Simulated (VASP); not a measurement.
Wanted: the native input for a VASP 6.6.1 run.

```
Task                   : single point
Functional             : PBE
Dispersion             : D4
Potentials or basis    : VASP PAW PBE potentials, release 64 (Hf_pv, B)
Cutoff                 : 520 eV
k mesh                 : 8 × 8 × 8
Occupations            : gaussian, width 0.05 eV
Spin                   : no spin polarisation
Dipole correction      : no
Further INCAR settings : ALGO = Normal; EDIFF = 1e-06; NBANDS = 15
```

The structure of HfB2 lies in POSCAR:

```
HfB2
1.0
    3.0913258749      0.0000000000      0.0000000000
   -1.5456629374      2.6771667391      0.0000000000
    0.0000000000      0.0000000000      3.3830196469
Hf B
1 2
Direct
    0.0000000000      0.0000000000      0.0000000000
    0.3333333333      0.6666666667      0.5000000000
    0.6666666667      0.3333333333      0.5000000000
```

This cell differs from its parent crystal: volume scaled by 0.96.

The input as run:

INCAR

```
PREC = Accurate
ENCUT = 520
EDIFF = 1E-6
ISMEAR = 0
SIGMA = 0.05
LREAL = False
LASPH = True
NELM = 60
ALGO = Normal
ISIF = 2
LWAVE = False
LCHARG = False
GGA = PE
IVDW = 13
NBANDS = 15
```

KPOINTS

```
Automatic mesh
0
Gamma
  8 8 8
```

Potentials or basis: VASP PAW PBE potentials, release 64 (Hf_pv, B).

Launch:

```console
$ cat potpaw_PBE.64/Hf_pv/POTCAR potpaw_PBE.64/B/POTCAR > POTCAR
$ mpirun -np 1 vasp_std > vasp.out
```

It gave:

```
Pressure                   : 11.3 GPa
Band gap on the k mesh     : zero (band 8 reaches 8.64 eV, above the bottom of band 9 at 8.15 eV)
Dispersion energy per atom : -0.332 eV
```

Caveat: spin-orbit coupling is left out, which moves the levels of the heavy elements; pairwise dispersion overbinds metals, which lowers pressure and volume.

Wall time 9.4 s on 1 thread of Intel(R) Xeon(R) 6975P-C (Granite Rapids), with other jobs on the host, peak memory 0.15 GiB.
